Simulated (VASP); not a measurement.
Ti12Si, 13 atoms in the cell. The cell holds a slab with vacuum, 13 atoms: a = 5.815 Å, b = 5.815 Å, c = 19.994 Å, α = 90.00°, β = 90.00°, γ = 120.00°. 

* Program: VASP 6.6.1
* Task: single point
* Functional: PBE
* Potentials or basis: VASP PAW PBE potentials, release 64 (Ti_sv, Si)
* Cutoff: 520 eV
* k mesh: 6 × 6 × 1
* Occupations: gaussian, width 0.1 eV
* Spin: no spin polarisation
* Dipole correction: yes
* Further INCAR settings: ALGO = Normal; EDIFF = 1e-06; NBANDS = 86

Potentials or basis: VASP PAW PBE potentials, release 64 (Ti_sv, Si).

The run is started by

```console
$ cat potpaw_PBE.64/Ti_sv/POTCAR potpaw_PBE.64/Si/POTCAR > POTCAR
$ mpirun -np 1 vasp_std > vasp.out
```

Hardware: 1 thread of Intel(R) Xeon(R) 6975P-C (Granite Rapids), on a shared host.

How long does it take, and how much memory?

Run time: 13 min on 1 thread of Intel(R) Xeon(R) 6975P-C (Granite Rapids), with other jobs on the host, peak memory 0.83 GiB. Counts: scf iterations 33, k points 7.
